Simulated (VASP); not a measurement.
## Bi: single point with r2SCAN

The system is Bi.

```
Bi
1.0
     4.47092    0.00000    0.00000
    -2.23546    3.87193    0.00000
     0.00000    0.00000   12.18387
Bi
2
Direct
  0.33333 0.66667 0.25000
  0.66667 0.33333 0.75000
```

This cell differs from its parent crystal: strain -0.015 along x and y, +0.030 along z.

* Program: VASP 6.6.1
* Task: single point
* Functional: r2SCAN
* Potentials or basis: VASP PAW PBE potentials, release 64 (Bi_d)
* Cutoff: 520 eV
* k mesh: 12 × 12 × 4
* Occupations: gaussian, width 0.15 eV
* Spin: no spin polarisation

The pressure is -3.6 GPa and the band gap on the k mesh is zero (bands 15 and 16 overlap by 2.45 eV).

Stress tensor (GPa, compression positive):
```
-5.15  0.00  0.00
 0.00 -5.15  0.00
 0.00  0.00 -0.36
```

Levels at points of the mesh, in eV from the Fermi level:
```
           k point  band 12  band 13  band 14  band 15  band 16  band 17  band 18  band 19
(0.00, 0.00, 0.00)   -10.74    -0.90    -0.47     1.61     1.61     1.62     1.62     3.36
(0.50, 0.00, 0.00)   -10.32    -1.57    -1.55     0.08     0.20     0.81     0.83     5.09
(0.00, 0.00, 0.50)   -10.75    -0.70    -0.70     1.61     1.61     1.61     1.61     4.12
(0.50, 0.00, 0.50)   -10.32    -1.56    -1.56     0.14     0.14     0.82     0.82     5.07
```

Run time: 18 min on 1 thread of Oxide Virtual Turin-like Processor, on a shared host, peak memory 0.45 GiB.

Caveat: the cell differs from its parent crystal (strain -0.015 along x and y, +0.030 along z); the cell stands under tension; the PAW data sets were made with another functional, which shifts forces and pressure a little; spin-orbit coupling is left out, which moves the levels of the heavy elements.
